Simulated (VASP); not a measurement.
Crystal: C3N4.

```
C N
1.0
     3.43018    0.00000    0.00000
     0.00000    3.43018    0.00000
     0.00000    0.00000    3.43018
C N
3 4
Direct
  0.00000 0.00000 0.50000
  0.50000 0.00000 0.00000
  0.00000 0.50000 0.00000
  0.24603 0.24603 0.75397
  0.75397 0.75397 0.75397
  0.24603 0.75397 0.24603
  0.75397 0.24603 0.24603
```

Base run:

| Property | Result |
| --- | --- |
| Program | VASP 6.6.1 |
| Functional | PBEsol |
| Potentials or basis | VASP PAW PBE potentials, release 64 (C_h, N_h) |
| Cutoff | 910 eV |
| k mesh | 7 × 7 × 7 |
| Occupations | fermi-dirac, width 0.05 eV |
| Spin | no spin polarisation |

Its results: band gap on the k mesh 2.43 eV, direct; pressure -0.2 GPa; largest force 0.023 eV/Å.

Problem. The run is repeated on the same cell with these changes: potentials or basis from VASP PAW PBE potentials, release 64 (C_h, N_h) to VASP PAW PBE potentials, release 64 (C, N); cutoff from 910 eV to 520 eV. What comes out?

Solution. Band gap on the k mesh 2.42 eV, direct; pressure 1.2 GPa; largest force 0.016 eV/Å.

Caveats: the PAW data sets were made with another functional, which shifts forces and pressure a little; the cutoff is under 1.25 times the usual one of these potentials, so pressure, stress and relaxed cells hold a basis-set (Pulay) error (some runs).

A k mesh can miss the band edges.
